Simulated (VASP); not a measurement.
# InP2 (I4_1/amd) in VASP: a series of runs

InP2 is run at these levels: PBE; tasks: single point, relaxation of cell and atoms.

Program: VASP 6.6.1. These are calculated values, not measurements. Logs are shortened: lines on timing, memory, paths and dates and some standing lists are left out, and cuts for length are marked.

## (1) The cell of the first run

Symmetry: I4_1/amd, No. 141, tetragonal system. Conventional cell: a = 4.636 Å, b = 4.636 Å, c = 11.179 Å, α = 90.00°, β = 90.00°, γ = 90.00°. Within 3.1 Å of In (site symmetry -4m2) lie 6 P at 2.35 to 2.38 Å. Within 3.1 Å of P (site symmetry 2mm) lie 3 In at 2.35 to 2.38 Å and 2 P at 3.04 Å.

## (2) Single point, PBE

Input file INCAR:

```
PREC = Accurate
ENCUT = 520
EDIFF = 1E-7
ISMEAR = 0
SIGMA = 0.1
LREAL = False
LASPH = True
NELM = 80
ALGO = Normal
ISIF = 2
LWAVE = False
LCHARG = False
GGA = PE
NBANDS = 32
```

Input file KPOINTS:

```
Automatic mesh
0
Gamma
  6 6 6
```

Input file POSCAR:

```
InP2
1.0
   -2.3178419900      2.3178419900      5.5895643500
    2.3178419900     -2.3178419900      5.5895643500
    2.3178419900      2.3178419900     -5.5895643500
In P
2 4
Direct
    0.0000000000      0.0000000000      0.0000000000
    0.7500000000      0.2500000000      0.5000000000
    0.7872112300      0.7872112300      0.0000000000
    0.5372112300      0.0372112300      0.5000000000
    0.9627887700      0.4627887700      0.5000000000
    0.2127887700      0.2127887700      0.0000000000
```

Potentials or basis: VASP PAW PBE potentials, release 64 (In_d, P).

Run with:

```bash
$ cat potpaw_PBE.64/In_d/POTCAR potpaw_PBE.64/P/POTCAR > POTCAR
$ mpirun -np 1 vasp_std > vasp.out
```

OUTCAR:

```text
PREC = Accurate
   ENCUT = 520
   EDIFF = 1E-7
   ISMEAR = 0
   LREAL = False
   LASPH = True
   NELM = 80
   ISIF = 2
   GGA = PE

 ion  position               nearest neighbor table
   1  0.000  0.000  0.000-   4 2.35   5 2.35   4 2.35   5 2.35   3 2.38   6 2.38   2 3.63   2 3.63
                             2 3.63   2 3.63
   2  0.750  0.250  0.500-   3 2.35   6 2.35   3 2.35   6 2.35   5 2.38   4 2.38   1 3.63   1 3.63
                             1 3.63   1 3.63
   3  0.787  0.787  0.000-   2 2.35   2 2.35   1 2.38
   4  0.537  0.037  0.500-   1 2.35   1 2.35   2 2.38
   5  0.963  0.463  0.500-   1 2.35   1 2.35   2 2.38
   6  0.213  0.213  0.000-   2 2.35   2 2.35   1 2.38

  LATTYP: Found a body centered tetragonal cell.
 ALAT       =     4.6356839800
 C/A-ratio  =     2.4115381351

  Lattice vectors:

 A1 = (  -2.3178419900,   2.3178419900,   5.5895643500)
 A2 = (   2.3178419900,  -2.3178419900,   5.5895643500)
 A3 = (   2.3178419900,   2.3178419900,  -5.5895643500)

Analysis of symmetry for initial positions (statically):
=====================================================================
 Subroutine PRICEL returns:
 Original cell was already a primitive cell.

 Routine SETGRP: Setting up the symmetry group for a
 body centered tetragonal supercell.

 Subroutine GETGRP returns: Found 16 space group operations
 (whereof  8 operations were pure point group operations)
 out of a pool of 16 trial point group operations.

The static configuration has the point symmetry D_2d.
 The point group associated with its full space group is D_4h.

Analysis of symmetry for dynamics (positions and initial velocities):
=====================================================================
 Subroutine PRICEL returns:
 Original cell was already a primitive cell.

 Routine SETGRP: Setting up the symmetry group for a
 body centered tetragonal supercell.

 Subroutine GETGRP returns: Found 16 space group operations
 (whereof  8 operations were pure point group operations)
 out of a pool of 16 trial point group operations.

The dynamic configuration has the point symmetry D_2d.
 The point group associated with its full space group is D_4h.

 Subroutine INISYM returns: Found 16 space group operations
 (whereof  8 operations are pure point group operations),
 and found     1 'primitive' translations

----------------------------------------------------------------------------------------

                                     Primitive cell

  volume of cell :     120.1173

  direct lattice vectors                    reciprocal lattice vectors
    -2.317841990  2.317841990  5.589564350     0.000000000  0.215717897  0.089452410
     2.317841990 -2.317841990  5.589564350     0.215717897  0.000000000  0.089452410
     2.317841990  2.317841990 -5.589564350     0.215717897  0.215717897  0.000000000

  length of vectors
     6.479815785  6.479815785  6.479815785     0.233529323  0.233529323  0.305071176

  position of ions in fractional coordinates (direct lattice)
     0.000000000  0.000000000  0.000000000
     0.750000000  0.250000000  0.500000000
     0.787211230  0.787211230  0.000000000
     0.537211230  0.037211230  0.500000000
     0.962788770  0.462788770  0.500000000
     0.212788770  0.212788770  0.000000000

  ion indices of the primitive-cell ions
   primitive index   ion index
                 1           1
                 2           2
                 3           3
                 4           4
                 5           5
                 6           6

----------------------------------------------------------------------------------------

 KPOINTS: Automatic mesh

Automatic generation of k-mesh.
 Grid dimensions read from file:
 generate k-points for:    6    6    6

 Generating k-lattice:

  Cartesian coordinates                     Fractional coordinates (reciprocal lattice)
     0.000000000  0.035952983  0.014908735     0.166666667  0.000000000 -0.000000000
     0.035952983  0.000000000  0.014908735     0.000000000  0.166666667 -0.000000000
     0.035952983  0.035952983  0.000000000     0.000000000  0.000000000  0.166666667

  Length of vectors
     0.038921554  0.038921554  0.050845196

  Shift w.r.t. Gamma in fractional coordinates (k-lattice)
     0.000000000  0.000000000  0.000000000

 Subroutine IBZKPT returns following result:
 ===========================================

 Found     30 irreducible k-points:

 Following reciprocal coordinates:
            Coordinates               Weight
  0.000000  0.000000  0.000000      1.000000
  0.166667  0.000000 -0.000000      8.000000
  0.333333  0.000000 -0.000000      8.000000
  0.500000  0.000000 -0.000000      4.000000
  0.166667  0.166667  0.000000      8.000000
  0.333333  0.166667 -0.000000     16.000000
[... 16 lines left out ...]
 -0.333333 -0.333333  0.166667      8.000000
 -0.166667 -0.333333  0.166667      8.000000
 [... further k-points ...]
[... 36 lines left out ...]
   IMIX   =      4    mixing-type and parameters
     AMIX     =   0.40;   BMIX     =  1.00
     AMIX_MAG =   1.60;   BMIX_MAG =  1.00
  volume/ion in A,a.u.               =      20.02       135.10
  Fermi-wavevector in a.u.,A,eV,Ry     =   1.188846  2.246593 19.229857  1.413355
  Thomas-Fermi vector in A             =   2.324966
   LORBIT       =      0    0 simple, 1 ext, 2 COOP (PROOUT), +10 PAW based schemes
   GGA     = PE    functional components
   LHFCALC =     F    Hartree Fock is set to
   AEXX    =    0.0000 exact exchange contribution
   IVDW    =     0    specifies the selected vdW correction
   LEPSILON=     F    determine dielectric tensor
   LRPA    =     F    only Hartree local field effects (RPA)
 non-spin polarized calculation
 Gauss-broadening in eV      SIGMA  =   0.10
  energy-cutoff  :      520.00
  volume of cell :      120.12
 maximum number of plane-waves:      3276
   NGX = 25   NGY = 25   NGZ = 25

 number of electron      46.0000004 magnetization

 Free energy of the ion-electron system (eV)
  ---------------------------------------------------
  ext. energy  EPLUGINS =         0.00000000
  ---------------------------------------------------
  free energy    TOTEN  =       -17.51965528 eV

  energy without entropy =      -17.50287345  energy(sigma->0) =      -17.51126436

 E-fermi :   6.9227     XC(G=0): -10.0921

 val. band max:        6.9059369903   @ k =  -0.1667   0.1667   0.1667
 cond. band min:       6.9246038371   @ k =   0.0000   0.0000   0.0000
 fundamental gap:      0.0186668469
 Fermi energy:         6.9227440254

 k-point     1 :       0.0000    0.0000    0.0000
  band No.  band energies     occupation
      1      -8.7652      2.00000
      2      -8.7487      2.00000
      3      -8.6619      2.00000
      4      -8.3776      2.00000
      5      -8.1281      2.00000
      6      -8.1281      2.00000
[... 24 lines left out ...]
     31      13.3391      0.00000
     32      13.4743      0.00000

 k-point     2 :       0.1667    0.0000   -0.0000
  band No.  band energies     occupation
      1      -8.7786      2.00000
      2      -8.6945      2.00000
      3      -8.6363      2.00000
      4      -8.3748      2.00000
      5      -8.1345      2.00000
      6      -8.1224      2.00000
[... 24 lines left out ...]
     31      13.4796      0.00000
     32      13.7430      0.00000

 k-point     3 :       0.3333    0.0000   -0.0000
  band No.  band energies     occupation
      1      -8.7733      2.00000
      2      -8.6770      2.00000
      3      -8.5202      2.00000
      4      -8.3739      2.00000
      5      -8.1456      2.00000
      6      -8.1068      2.00000
[... 24 lines left out ...]
     31      13.1864      0.00000
     32      14.0543      0.00000

 k-point     4 :       0.5000    0.0000   -0.0000
  band No.  band energies     occupation
      1      -8.7711      2.00000
      2      -8.6719      2.00000
      3      -8.4467      2.00000
      4      -8.3831      2.00000
      5      -8.1505      2.00000
      6      -8.0940      2.00000
[... 654 lines left out ...]
     31      13.6044      0.00000
     32      13.8503      0.00000

 k-point    23 :      -0.3333   -0.3333    0.1667
  band No.  band energies     occupation
      1      -8.8150      2.00000
      2      -8.7504      2.00000
      3      -8.4904      2.00000
      4      -8.3370      2.00000
      5      -8.1474      2.00000
      6      -8.1419      2.00000
[... 24 lines left out ...]
     31      13.0454      0.00000
     32      13.3388      0.00000

 k-point    24 :      -0.1667   -0.3333    0.1667
  band No.  band energies     occupation
      1      -8.8350      2.00000
      2      -8.7394      2.00000
      3      -8.5614      2.00000
      4      -8.3309      2.00000
      5      -8.1500      2.00000
      6      -8.1392      2.00000
[... 24 lines left out ...]
     31      13.4497      0.00000
     32      13.5964      0.00000

 [... further k-points ...]
[... 5 lines left out ...]
  --------------------------------------------------------------------------------------
  -------------------------------------------------------------------------------------
  Total       26.6288846     26.6288846     22.2231707      0.0000000     -0.0000000      0.0000000
  in kB      355.1877298    355.1877298    296.4223876      0.0000000     -0.0000000      0.0000000
  external PRESSURE =     335.5992824 kB  Pullay stress =       0.0000000 kB

 VOLUME and BASIS-vectors are now :
 -----------------------------------------------------------------------------
  energy-cutoff  :      520.00
  volume of cell :      120.12
      direct lattice vectors                 reciprocal lattice vectors
    -2.317841990  2.317841990  5.589564350     0.000000000  0.215717897  0.089452410
     2.317841990 -2.317841990  5.589564350     0.215717897  0.000000000  0.089452410
     2.317841990  2.317841990 -5.589564350     0.215717897  0.215717897  0.000000000

 POSITION                                       TOTAL-FORCE (eV/Angst)
 -----------------------------------------------------------------------------------
      0.00000      0.00000      0.00000         0.000000      0.000000     -0.000000
      0.00000      2.31784      2.79478         0.000000      0.000000     -0.000000
      0.00000      0.00000      8.80034        -0.000000      0.000000     -1.079913
      0.00000      2.31784      0.41599         0.000000     -0.000000     -1.079913
      0.00000      2.31784      5.17358         0.000000     -0.000000      1.079913
      0.00000      0.00000      2.37879        -0.000000      0.000000      1.079913
 -----------------------------------------------------------------------------------
    total drift:                               -0.000000     -0.000000      0.000000

  FREE ENERGIE OF THE ION-ELECTRON SYSTEM (eV)
  ---------------------------------------------------
  free  energy   TOTEN  =       -17.5196552759 eV

  energy  without entropy=      -17.5028734458  energy(sigma->0) =      -17.51126436
```

Run time: 2.1 min. Hardware: 1 thread of Intel Xeon 6975P-C (Granite Rapids), shared host; peak memory 0.35 GiB.

Results:

```yaml
Free_energy: -17.5197 eV
Pressure: 33.6 GPa
Largest_force: 1.080 eV/Å
Band_gap_on_the_k_mesh: zero (band 23 reaches 8.12 eV, above the bottom of band 24 at 6.31 eV)
```

Forces in eV/Å, atoms in the order of the input:
```
In   0.000  0.000  0.000
In   0.000  0.000  0.000
P    0.000  0.000 -1.080
P    0.000  0.000 -1.080
P    0.000  0.000  1.080
P    0.000  0.000  1.080
```

Caveat: spin-orbit coupling is left out, which moves the levels of the heavy elements; forces of over 1 eV/Å act on the atoms, so gaps and moduli don't describe the material at rest.

## (3) Single point, PBE

This run uses another cell than the first one, of 27.64 Å³/atom, 1.381 times its volume.

Input file INCAR:

```
PREC     = Accurate       # precision mode
ENCUT    = 520            # plane-wave cutoff, eV
EDIFF    = 1E-6           # SCF threshold, eV
ISMEAR   = 0              # smearing method
SIGMA    = 0.1            # smearing width, eV
LREAL    = False          # projectors in reciprocal space
LASPH    = True           # aspherical terms in the spheres
NELM     = 80             # most SCF steps
ALGO     = Normal         # electronic algorithm
ISIF     = 2              # what is computed and relaxed
LWAVE    = False          # write WAVECAR
LCHARG   = True           # write CHGCAR
GGA      = PE             # functional
LELF     = True           # ELF
LVHAR    = True         
NBANDS   = 32             # bands
```

Input file KPOINTS:

```
regular mesh
0
Gamma
  6 6 6
```

Input file POSCAR:

```
InP2
1.0
   -2.0146577894      2.0146577894     10.2136782861
    2.0146577894     -2.0146577894     10.2136782861
    2.0146577894      2.0146577894    -10.2136782861
In P
2 4
Direct
    0.0000000000      0.0000000000      0.0000000000
    0.7500000000      0.2500000000      0.5000000000
    0.8510365822      0.8510365822      0.0000000000
    0.6010365822      0.1010365822      0.5000000000
    0.8989634178      0.3989634178      0.5000000000
    0.1489634178      0.1489634178      0.0000000000
```

Potentials or basis: VASP PAW PBE potentials, release 64 (In_d, P).

Run with:

```bash
$ cat potpaw_PBE.64/In_d/POTCAR potpaw_PBE.64/P/POTCAR > POTCAR
$ mpirun -np 1 vasp_std > vasp.out
```

Run time: 14 min. Hardware: 1 thread of Intel Xeon 6975P-C (Granite Rapids), shared host; peak memory 0.9 GiB.

Results (log left out):

```yaml
Free_energy: -23.9266 eV
Pressure: 0.0 GPa
Band_gap_on_the_k_mesh: zero (band 23 reaches 5.36 eV, above the bottom of band 24 at 2.72 eV)
```

Forces on the atoms (eV/Å):
```
In   0.000  0.000  0.000
In   0.000  0.000  0.000
P    0.000  0.000  0.003
P    0.000  0.000  0.003
P    0.000  0.000 -0.003
P    0.000  0.000 -0.003
```

Stress tensor (GPa, compression positive):
```
-0.12  0.00  0.00
 0.00 -0.12  0.00
 0.00  0.00  0.15
```

Levels at points of the mesh, in eV from the Fermi level:
```
           k point  band 19  band 20  band 21  band 22  band 23  band 24  band 25  band 26  band 27  band 28
(0.00, 0.00, 0.00)    -2.51    -2.16    -2.16    -0.49     1.29     1.87     2.03     2.03     2.13     2.13
(0.50, 0.00, 0.00)    -2.95    -2.84    -0.36    -0.31    -0.31    -0.12     0.89     2.28     2.64     2.68
(0.50, 0.50, 0.00)    -2.14    -2.14    -1.92    -1.92    -1.35    -1.35     1.60     1.60     2.54     2.54
(0.50, 0.50, 0.50)    -2.14    -2.14    -1.57    -1.57     1.29     1.29     1.51     1.51     2.82     2.82
```

Caveat: the k points lie up to 0.37 Å⁻¹ apart; spin-orbit coupling is left out, which moves the levels of the heavy elements.

## (4) Relaxation of cell and atoms, PBE

Input file INCAR:

```
SYSTEM = InP2
PREC = Accurate
ENCUT = 600
EDIFF = 1E-7
ISMEAR = 0
SIGMA = 0.1
LREAL = .FALSE.
LASPH = .TRUE.
NELM = 80
ALGO = Normal
ISIF = 3
LWAVE = .FALSE.
LCHARG = .FALSE.
GGA = PE
IBRION = 2
NSW = 90
EDIFFG = -0.04
```

Input file KPOINTS:

```
Automatic mesh
0
G
  6 6 6
  0 0 0
```

Input file POSCAR:

```
InP2
1.0
   -2.3178419900      2.3178419900      5.5895643500
    2.3178419900     -2.3178419900      5.5895643500
    2.3178419900      2.3178419900     -5.5895643500
In P
2 4
Direct
    0.0000000000      0.0000000000      0.0000000000
    0.7500000000      0.2500000000      0.5000000000
    0.7872112300      0.7872112300      0.0000000000
    0.5372112300      0.0372112300      0.5000000000
    0.9627887700      0.4627887700      0.5000000000
    0.2127887700      0.2127887700      0.0000000000
```

Run with:

```bash
$ cat potpaw_PBE.64/In_d/POTCAR potpaw_PBE.64/P/POTCAR > POTCAR
$ mpirun -np 1 vasp_std > vasp.out
```

Wall time 11 min (1 thread of Intel Xeon 6975P-C (Granite Rapids), shared host); peak memory 0.5 GiB.

The run converged. Its results:

- Free energy: -21.1605 eV
- Relaxed volume: 27.56 Å³/atom
- Relaxed cell: a = 7.050 Å, b = 7.050 Å, c = 7.050 Å, α = 136.25°, β = 136.25°, γ = 63.59°
- Space group after relaxing (to 0.05 Å): I4_1/amd (No. 141)
- Energy gained by relaxing: 606.7 meV/atom
- Ionic steps: 5
- Pressure after relaxing: 0.2 GPa
- Largest force after relaxing: 0.017 eV/Å
- Band gap on the k mesh: zero (band 23 reaches 3.95 eV, above the bottom of band 24 at 3.17 eV)

Forces on the atoms (eV/Å):
```
In   0.000  0.000  0.000
In   0.000  0.000  0.000
P    0.000  0.000  0.017
P    0.000  0.000  0.017
P    0.000  0.000 -0.017
P    0.000  0.000 -0.017
```

The path:
| step | energy change (eV) | largest force (eV/Å) | pressure (GPa) | volume (Å³) |
| --- | --- | --- | --- | --- |
| 1 | 0.0000 | 1.0799 | 33.59 | 120.12 |
| 2 | -2.3683 | 0.7261 | -6.81 | 208.79 |
| 3 | -3.5759 | 0.3267 | -0.04 | 164.86 |
| 4 | -3.6356 | 0.1081 | 0.07 | 165.26 |
| 5 | -3.6401 | 0.0171 | 0.18 | 165.38 |

Final structure:
```
In P
1.0
    -2.62664    2.62664    5.99253
     2.62664   -2.62664    5.99253
     2.62664    2.62664   -5.99253
In P
2 4
Direct
  0.00000 0.00000 0.00000
  0.75000 0.25000 0.50000
  0.78586 0.78586 0.00000
  0.53586 0.03586 0.50000
  0.96414 0.46414 0.50000
  0.21414 0.21414 0.00000
```

Levels at points of the mesh, in eV from the Fermi level:
| k point | band 19 | band 20 | band 21 | band 22 | band 23 | band 24 | band 25 | band 26 | band 27 |
| --- | --- | --- | --- | --- | --- | --- | --- | --- | --- |
| (0.00, 0.00, 0.00) | -2.79 | -2.79 | -1.67 | -0.03 | 0.06 | 0.06 | 0.51 | 0.51 | 2.14 |
| (0.50, 0.00, 0.00) | -2.20 | -2.02 | -0.56 | -0.40 | -0.38 | -0.34 | 0.32 | 0.55 | 3.15 |
| (0.50, 0.50, 0.00) | -1.97 | -1.97 | 0.20 | 0.20 | 0.39 | 0.39 | 0.88 | 0.88 | 3.91 |
| (0.50, 0.50, 0.50) | -1.92 | -1.92 | -1.80 | -1.80 | -0.29 | -0.29 | 0.29 | 0.29 | 1.78 |

Caveat: the volume moved by over 15 % at a fixed basis, so the end points are rough; spin-orbit coupling is left out, which moves the levels of the heavy elements.

## (5) Summary

| task | cell | cutoff (eV) | gap on the mesh (eV) | pressure (GPa) | largest force (eV/Å) |
| --- | --- | --- | --- | --- | --- |
| single point | a = 6.480 Å, angles 138.1, 138.1, 60.8°, 6 atoms | 520 | none | 33.6 | 1.08 |
| single point | a = 10.604 Å, angles 158.1, 158.1, 31.2°, 6 atoms | 520 | none | 0.0 | - |
| relaxation of cell and atoms | relaxed from a = 6.480 Å, angles 138.1, 138.1, 60.8°, 6 atoms | 600 | none | 0.2 | 0.02 |

Alike in all rows: level PBE; potentials or basis VASP PAW PBE potentials, release 64 (In_d, P); no spin polarisation; k mesh 6 × 6 × 6; smearing gaussian 0.1 eV.

Caveats: some runs use coarse meshes; spin-orbit coupling is left out, which moves the levels of the heavy elements; forces of over 1 eV/Å act on the atoms, so gaps and moduli don't describe the material at rest (some runs); the volume moved by over 15 % at a fixed basis, so the end points are rough (some runs).

Total energies depend on the potentials used, so only differences within one code and one set of settings carry meaning.
